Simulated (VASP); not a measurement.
# TePb (Fm-3m) in VASP: notebook, part 2 of 2

VASP 6.6.1. The steps go on from the part before.

**4. Single point, r2SCAN (volume scaled by 1.10)**

The input, POSCAR:

```
TePb
1.0
    0.0000000000      3.3736021217      3.3736021217
    3.3736021217      0.0000000000      3.3736021217
    3.3736021217      3.3736021217      0.0000000000
Te Pb
1 1
Direct
    0.5000000000      0.5000000000      0.5000000000
    0.0000000000      0.0000000000      0.0000000000
```

The input, INCAR.step1:

```
SYSTEM = TePb
PREC = Accurate
ENCUT = 520
ISMEAR = 0
SIGMA = 0.02
LREAL = .FALSE.
LASPH = .TRUE.
NELM = 80
NBANDS = 17
GGA = PE
ALGO = Normal
EDIFF = 1E-4
LWAVE = .TRUE.
LCHARG = .FALSE.
```

The input, INCAR.step2:

```
SYSTEM = TePb
PREC = Accurate
ENCUT = 520
EDIFF = 1E-7
ISMEAR = 0
SIGMA = 0.02
LREAL = .FALSE.
LASPH = .TRUE.
NELM = 80
ALGO = Normal
ISIF = 2
LWAVE = .FALSE.
LCHARG = .FALSE.
METAGGA = R2SCAN
LMIXTAU = .TRUE.
NBANDS = 17
ISTART = 1
```

The input, KPOINTS:

```
regular mesh
0
G
  8 8 8
  0 0 0
```

Potentials or basis: VASP PAW PBE potentials, release 64 (Te, Pb_d).

Started as:

```
$ cat potpaw_PBE.64/Te/POTCAR potpaw_PBE.64/Pb_d/POTCAR > POTCAR
$ cp INCAR.step1 INCAR
$ mpirun -np 1 vasp_std > vasp.out
$ cp INCAR.step2 INCAR
$ mpirun -np 1 vasp_std > vasp.out
```

OUTCAR:

```text
SYSTEM = TePb
   PREC = Accurate
   ENCUT = 520
   EDIFF = 1E-7
   ISMEAR = 0
   LREAL = .FALSE.
   LASPH = .TRUE.
   NELM = 80
   ISIF = 2
   METAGGA = R2SCAN
   ISTART = 1

 ion  position               nearest neighbor table
   1  0.500  0.500  0.500-   2 3.37   2 3.37   2 3.37   2 3.37   2 3.37   2 3.37
   2  0.000  0.000  0.000-   1 3.37   1 3.37   1 3.37   1 3.37   1 3.37   1 3.37

  LATTYP: Found a face centered cubic cell.
 ALAT       =     6.7472042434

  Lattice vectors:

 A1 = (   0.0000000000,   3.3736021217,   3.3736021217)
 A2 = (   3.3736021217,   0.0000000000,   3.3736021217)
 A3 = (   3.3736021217,   3.3736021217,   0.0000000000)

Analysis of symmetry for initial positions (statically):
=====================================================================
 Subroutine PRICEL returns:
 Original cell was already a primitive cell.

 Routine SETGRP: Setting up the symmetry group for a
 face centered cubic supercell.

 Subroutine GETGRP returns: Found 48 space group operations
 (whereof 48 operations were pure point group operations)
 out of a pool of 48 trial point group operations.

The static configuration has the point symmetry O_h .

Analysis of symmetry for dynamics (positions and initial velocities):
=====================================================================
 Subroutine PRICEL returns:
 Original cell was already a primitive cell.

 Routine SETGRP: Setting up the symmetry group for a
 face centered cubic supercell.

 Subroutine GETGRP returns: Found 48 space group operations
 (whereof 48 operations were pure point group operations)
 out of a pool of 48 trial point group operations.

The dynamic configuration has the point symmetry O_h .

 Subroutine INISYM returns: Found 48 space group operations
 (whereof 48 operations are pure point group operations),
 and found     1 'primitive' translations

----------------------------------------------------------------------------------------

                                     Primitive cell

  volume of cell :      76.7912

  direct lattice vectors                    reciprocal lattice vectors
     0.000000000  3.373602122  3.373602122    -0.148209534  0.148209534  0.148209534
     3.373602122  0.000000000  3.373602122     0.148209534 -0.148209534  0.148209534
     3.373602122  3.373602122  0.000000000     0.148209534  0.148209534 -0.148209534

  length of vectors
     4.770993875  4.770993875  4.770993875     0.256706444  0.256706444  0.256706444

  position of ions in fractional coordinates (direct lattice)
[... 8 lines left out ...]
----------------------------------------------------------------------------------------

 KPOINTS: regular mesh

Automatic generation of k-mesh.
 Grid dimensions read from file:
 generate k-points for:    8    8    8

 Generating k-lattice:

  Cartesian coordinates                     Fractional coordinates (reciprocal lattice)
    -0.018526192  0.018526192  0.018526192     0.125000000  0.000000000  0.000000000
     0.018526192 -0.018526192  0.018526192     0.000000000  0.125000000  0.000000000
     0.018526192  0.018526192 -0.018526192     0.000000000  0.000000000  0.125000000

  Length of vectors
     0.032088305  0.032088305  0.032088305

  Shift w.r.t. Gamma in fractional coordinates (k-lattice)
     0.000000000  0.000000000  0.000000000

 Subroutine IBZKPT returns following result:
 ===========================================

 Found     29 irreducible k-points:

 Following reciprocal coordinates:
            Coordinates               Weight
  0.000000  0.000000  0.000000      1.000000
  0.125000  0.000000  0.000000      8.000000
  0.250000  0.000000  0.000000      8.000000
  0.375000  0.000000  0.000000      8.000000
  0.500000  0.000000  0.000000      4.000000
  0.125000  0.125000  0.000000      6.000000
[... 16 lines left out ...]
  0.500000  0.250000  0.125000     48.000000
 -0.375000  0.250000  0.125000     24.000000
 [... further k-points ...]
   k-points           NKPTS =     29   k-points in BZ     NKDIM =     29   number of bands    NBANDS=     17
   number of dos      NEDOS =    301   number of ions     NIONS =      2
   total plane-waves  NPLWV =  46656
   dimension x,y,z NGX =    36 NGY =   36 NGZ =   36
   dimension x,y,z NGXF=    72 NGYF=   72 NGZF=   72
   ions per type =               1   1
   NGX,Y,Z   is equivalent  to a cutoff of  12.54, 12.54, 12.54 a.u.
   NGXF,Y,Z  is equivalent  to a cutoff of  25.09, 25.09, 25.09 a.u.
 SYSTEM =  TePb
   PREC   = accura    normal or accurate (medium, high low for compatibility)
   ISTART =      1    job   : 0-new  1-cont  2-samecut
   ICHARG =      0    charge: 1-file 2-atom 10-const
   ISPIN  =      1    spin polarized calculation?
   LNONCOLLINEAR =      F non collinear calculations
   LSORBIT =      F    spin-orbit coupling
   LASPH  =      T    aspherical Exc in radial PAW
   ENCUT  =  520.0 eV  38.22 Ry    6.18 a.u.   8.87  8.87  8.87*2*pi/ulx,y,z
   NELM   =     80;   NELMIN=  2; NELMDL=  0     # of ELM steps
   EDIFF  = 0.1E-06   stopping-criterion for ELM
   LREAL  =      F    real-space projection
   EDIFFG = 0.1E-05   stopping-criterion for IOM
   NSW    =      0    number of steps for IOM
   IBRION =     -1    ionic relax: 0-MD 1-quasi-New 2-CG
   NFREE  =      0    steps in history (QN), initial steepest desc. (CG)
   ISIF   =      2    stress and relaxation
   ISYM   =      2    0-nonsym 1-usesym 2-fastsym
   POTIM  = 0.5000    time-step for ionic-motion
   TEBEG  =    0.0;   TEEND  =   0.0 temperature during run
   PSTRESS=    0.0 pullay stress
   NELECT =      20.0000    total number of electrons
   NUPDOWN=      -1.0000    fix difference up-down
   EMIN   =  10.00;   EMAX   =-10.00  energy-range for DOS
   EFERMI =   0.00;   METHOD = LEGACY
   ISMEAR =     0;   SIGMA  =   0.02  broadening in eV -4-tet -1-fermi 0-gaus
   EFERMI_NEDOS =   21; number of points for ismear=-14 and -15
   IALGO  =     38    algorithm
   IMIX   =      4    mixing-type and parameters
     AMIX     =   0.40;   BMIX     =  1.00
     AMIX_MAG =   1.60;   BMIX_MAG =  1.00
  volume/ion in A,a.u.               =      38.40       259.11
  Fermi-wavevector in a.u.,A,eV,Ry     =   1.045477  1.975664 14.871457  1.093021
  Thomas-Fermi vector in A             =   2.180274
   LORBIT       =      0    0 simple, 1 ext, 2 COOP (PROOUT), +10 PAW based schemes
   METAGGA = R2SCAN    functional components
   LHFCALC =     F    Hartree Fock is set to
   AEXX    =    0.0000 exact exchange contribution
   IVDW    =     0    specifies the selected vdW correction
   LEPSILON=     F    determine dielectric tensor
   LRPA    =     F    only Hartree local field effects (RPA)
 non-spin polarized calculation
 Gauss-broadening in eV      SIGMA  =   0.02
  energy-cutoff  :      520.00
  volume of cell :       76.79
 maximum number of plane-waves:      2120
   NGX = 17   NGY = 17   NGZ = 17

 number of electron      20.0000002 magnetization

 Free energy of the ion-electron system (eV)
  ---------------------------------------------------
  ext. energy  EPLUGINS =         0.00000000
  ---------------------------------------------------
  free energy    TOTEN  =       -82.62919060 eV

  energy without entropy =      -82.62919060  energy(sigma->0) =      -82.62919060

 E-fermi :   4.0063     XC(G=0):  -9.2053

 val. band max:        3.9056651455   @ k =   0.5000   0.0000   0.0000
 cond. band min:       5.1562741365   @ k =   0.5000   0.0000   0.0000
 fundamental gap:      1.2506089911
 Fermi energy:         4.0063362882

 k-point     1 :       0.0000    0.0000    0.0000
  band No.  band energies     occupation
      1     -13.2950      2.00000
      2     -13.2950      2.00000
      3     -13.2930      2.00000
      4     -13.2930      2.00000
      5     -13.2930      2.00000
      6      -7.5572      2.00000
[... 9 lines left out ...]
     16      10.3896      0.00000
     17      11.5438      0.00000

 k-point     2 :       0.1250    0.0000    0.0000
  band No.  band energies     occupation
      1     -13.2962      2.00000
      2     -13.2962      2.00000
      3     -13.2926      2.00000
      4     -13.2916      2.00000
      5     -13.2916      2.00000
      6      -7.4409      2.00000
[... 9 lines left out ...]
     16      10.6609      0.00000
     17      12.4385      0.00000
[... 421 lines left out ...]
 k-point    24 :      -0.3750    0.2500    0.1250
  band No.  band energies     occupation
      1     -13.3109      2.00000
      2     -13.2996      2.00000
      3     -13.2889      2.00000
      4     -13.2859      2.00000
      5     -13.2814      2.00000
      6      -6.2330      2.00000
[... 9 lines left out ...]
     16      14.1286      0.00000
     17      14.4992      0.00000

 [... further k-points ...]

------------------------ aborting loop because EDIFF is reached ----------------------------------------

  FORCE on cell =-STRESS in cart. coord.  units (eV):
  Direction    XX          YY          ZZ          XY          YZ          ZX
  --------------------------------------------------------------------------------------
  -------------------------------------------------------------------------------------
  Total       -1.5714475     -1.5714475     -1.5714475      0.0000000      0.0000000      0.0000000
  in kB      -32.7867877    -32.7867877    -32.7867877      0.0000000      0.0000000      0.0000000
  external PRESSURE =     -32.7867877 kB  Pullay stress =       0.0000000 kB

 VOLUME and BASIS-vectors are now :
 -----------------------------------------------------------------------------
  energy-cutoff  :      520.00
  volume of cell :       76.79
      direct lattice vectors                 reciprocal lattice vectors
     0.000000000  3.373602122  3.373602122    -0.148209534  0.148209534  0.148209534
     3.373602122  0.000000000  3.373602122     0.148209534 -0.148209534  0.148209534
     3.373602122  3.373602122  0.000000000     0.148209534  0.148209534 -0.148209534

 POSITION                                       TOTAL-FORCE (eV/Angst)
 -----------------------------------------------------------------------------------
      3.37360      3.37360      3.37360         0.000000      0.000000      0.000000
      0.00000      0.00000      0.00000         0.000000      0.000000     -0.000000
 -----------------------------------------------------------------------------------
    total drift:                               -0.000000      0.000000      0.000000

  FREE ENERGIE OF THE ION-ELECTRON SYSTEM (eV)
  ---------------------------------------------------
  free  energy   TOTEN  =       -82.6291905991 eV

  energy  without entropy=      -82.6291905991  energy(sigma->0) =      -82.62919060
```

OSZICAR.step1:

```text
N       E                     dE             d eps       ncg     rms          rms(c)
DAV:   1     0.151889857569E+03    0.15189E+03   -0.90865E+03   986   0.112E+03
DAV:   2     0.368698146246E+01   -0.14820E+03   -0.14323E+03  1023   0.286E+02
DAV:   3    -0.736403877164E+01   -0.11051E+02   -0.10997E+02  1293   0.861E+01
DAV:   4    -0.765343153959E+01   -0.28939E+00   -0.28922E+00  1218   0.160E+01
DAV:   5    -0.766423785795E+01   -0.10806E-01   -0.10806E-01  1463   0.281E+00    0.263E+00
DAV:   6    -0.747339433178E+01    0.19084E+00   -0.45195E-01  1358   0.408E+00    0.152E+00
DAV:   7    -0.746912582703E+01    0.42685E-02   -0.10337E-01  1177   0.140E+00    0.857E-01
DAV:   8    -0.747225723483E+01   -0.31314E-02   -0.14022E-02  1114   0.115E+00    0.185E-01
DAV:   9    -0.747168204073E+01    0.57519E-03   -0.27473E-03  1324   0.466E-01    0.512E-02
DAV:  10    -0.747175417392E+01   -0.72133E-04   -0.20416E-04  1148   0.783E-02
   1 F= -.74717542E+01 E0= -.74717542E+01  d E =-.432241E-12
```

Run time: 92 s. Hardware: 1 thread of Intel Xeon Platinum 8375C at 2.90GHz (Ice Lake), shared host; peak memory 0.23 GiB.

What came out:

- Free energy: -82.6292 eV
- Pressure: -3.3 GPa
- Band gap on the k mesh: 1.25 eV, direct

Levels at points of the mesh, in eV from the valence-band top:
| k point | band 6 | band 7 | band 8 | band 9 | band 10 | band 11 | band 12 | band 13 | band 14 | band 15 |
| --- | --- | --- | --- | --- | --- | --- | --- | --- | --- | --- |
| (0.00, 0.00, 0.00) | -11.46 | -5.95 | -0.98 | -0.98 | -0.98 | 4.20 | 4.20 | 4.20 | 6.48 | 6.48 |
| (0.50, 0.00, 0.00) | -10.28 | -8.26 | -0.59 | -0.59 | 0.00 | 1.25 | 1.73 | 1.73 | 8.78 | 9.39 |
| (0.50, 0.50, 0.00) | -10.12 | -7.31 | -3.68 | -2.21 | -2.21 | 4.13 | 5.36 | 5.36 | 6.42 | 10.29 |

Caveat: the PAW data sets were made with another functional, which shifts forces and pressure a little; spin-orbit coupling is left out, which moves the levels of the heavy elements. A k mesh can miss the band edges.

**5. Summary**

```tsv
cell	gap on the mesh (eV)	pressure (GPa)
a = 4.429 Å, angles 60.0°, 2 atoms	0.78	7.1
a = 4.479 Å, angles 60.0°, 2 atoms	0.87	4.9
a = 4.771 Å, angles 60.0°, 2 atoms	1.25	-3.3
```

Alike in all rows: task single point; level r2SCAN; potentials or basis VASP PAW PBE potentials, release 64 (Te, Pb_d); no spin polarisation; k mesh 8 × 8 × 8; cutoff (eV) 520; smearing gaussian 0.02 eV.

Caveats: the PAW data sets were made with another functional, which shifts forces and pressure a little; spin-orbit coupling is left out, which moves the levels of the heavy elements.

Absolute energies hang on the potentials; compare differences alone.
